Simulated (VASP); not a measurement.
Input of a VASP 6.6.1 run:

The input INCAR:

```
SYSTEM = HfB2
ALGO = Normal
EDIFF = 1E-6
ENCUT = 500
GGA = LIBXC
GGA_COMPAT = .False.
ISIF = 2
ISMEAR = -1
LASPH = .True.
LCHARG = .False.
LIBXC1 = GGA_X_PBE
LIBXC2 = GGA_C_LYP
LREAL = .False.
LWAVE = .False.
NBANDS = 15
NELM = 120
PREC = Accurate
SIGMA = 0.2
```

The input KPOINTS:

```
k-points
0
Gamma
  11 11 8
  0 0 0
```

File POSCAR:

```
HfB2
1.0
    3.1948582252      0.0000000000      0.0000000000
   -1.5974291126      2.7668286207      0.0000000000
    0.0000000000      0.0000000000      3.5407982878
Hf B
1 2
Direct
    0.0000000000      0.0000000000      0.0000000000
    0.3333333333      0.6666666667      0.5000000000
    0.6666666667      0.3333333333      0.5000000000
```

Potentials or basis: VASP PAW PBE potentials, release 64 (Hf_pv, B).

Launch:

```bash
$ cat potpaw_PBE.64/Hf_pv/POTCAR potpaw_PBE.64/B/POTCAR > POTCAR
$ mpirun -np 1 vasp_std > vasp.out
```

**Question.** What does it give for the band gap on the k mesh?

**Answer.** Zero (bands 8 and 9 overlap by 1.03 eV).

**Question.** What does it give for the pressure?

**Answer.** -5.3 GPa.

Stress tensor (GPa, compression positive):
```
-7.12  0.00  0.00
 0.00 -7.12  0.00
 0.00  0.00 -1.78
```

Caveat: the cell stands under tension; the PAW data sets were made with another functional, which shifts forces and pressure a little; spin-orbit coupling is left out, which moves the levels of the heavy elements.
